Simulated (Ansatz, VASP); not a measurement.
## One calculation of Pd, two programs

Contents of INCAR:

```
SYSTEM = Pd
PREC = Accurate
ENCUT = 600
EDIFF = 1E-6
ISMEAR = -1
SIGMA = 0.05
LREAL = .False.
LASPH = .True.
NELM = 60
ALGO = Normal
ISIF = 3
LWAVE = .False.
LCHARG = .False.
GGA = PS
IBRION = 2
NSW = 60
EDIFFG = -0.005
```

The input KPOINTS:

```
regular mesh
0
Gamma
  19 19 19
  0 0 0
```

Contents of POSCAR:

```
Pd
1.0
    0.0000000000      1.9224484100      1.9224484100
    1.9224484100      0.0000000000      1.9224484100
    1.9224484100      1.9224484100      0.0000000000
Pd
1
Direct
    0.0000000000      0.0000000000      0.0000000000
```

Input for Ansatz:

```yaml
crystal:
  lattice:
    - [0.0, 1.92244841, 1.92244841]
    - [1.92244841, 0.0, 1.92244841]
    - [1.92244841, 1.92244841, 0.0]
  atoms:
    - { symbol: Pd, position: [0.0, 0.0, 0.0] }
kpoints:
  mp_grid: { grid: [19, 19, 19] }
scf:
  occupations: { method: fermi_dirac, width: 0.05 }
hamiltonian:
  xc: pbesol
  pseudopotentials: { kind: paw }
output:
  forces: true
  stress: true
  write_density: true
  write_potential: true
  elf: true
  volumetric_format: npy
relax:
  f_tol: 0.005
  max_steps: 40
  cell: {}
```

Alike in both runs: task relaxation of cell and atoms; functional PBEsol; k mesh 19 × 19 × 19; occupations fermi-dirac, width 0.05 eV; no spin polarisation.

|  | VASP | Ansatz |
| --- | --- | --- |
| version | VASP 6.6.1 | Ansatz 0.2.0 |
| potentials or method | VASP PAW PBE potentials, release 64 (Pd) | PAW with Ansatz's default frozen-core files, scalar-relativistic |
| plane-wave cutoff (eV) | 600 | 420 |
| valence electrons in the cell | 10 | 18 |

|  | VASP | Ansatz | Ansatz less VASP |
| --- | --- | --- | --- |
| relaxed volume (Å³/atom) | 14.54 | 14.56 | +0.024 |
| relaxed length of the cell vector where the two differ most in proportion (Å) | 2.740 | 2.741 | +0.0015 |

VASP's potentials were made for PBE, not for PBEsol. VASP's potentials hold 10 valence electrons a cell and Ansatz's 18, so a difference there can come from the potentials and not from the codes.
